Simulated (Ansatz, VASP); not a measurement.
Sb in VASP and in Ansatz

```
Sb
1.0
     0.00000    2.30500    2.30500
     2.30500    0.00000    2.30500
     2.30500    2.30500    0.00000
Sb
1
Direct
  0.00000 0.00000 0.00000
```

Alike in both runs: task electric field gradients; functional r2SCAN; k mesh 14 × 14 × 14; occupations fermi-dirac, width 0.03 eV; no spin polarisation.

|  | VASP | Ansatz |
| --- | --- | --- |
| version | VASP 6.6.1 | Ansatz 0.2.0 |
| potentials or method | VASP PAW PBE potentials, release 64 (Sb) | PAW with Ansatz's default frozen-core files, scalar-relativistic |
| plane-wave cutoff (eV) | 440 | 500 |
| valence electrons in the cell | 5 | 15 |

|  | VASP | Ansatz | Ansatz less VASP |
| --- | --- | --- | --- |
| pressure (GPa) | 7.9 | 8.0 | +0.07 |

VASP's potentials were made for PBE, not for r2SCAN. VASP's potentials hold 5 valence electrons a cell and Ansatz's 15, so a difference there can come from the potentials and not from the codes.

Spin-orbit coupling is off throughout.
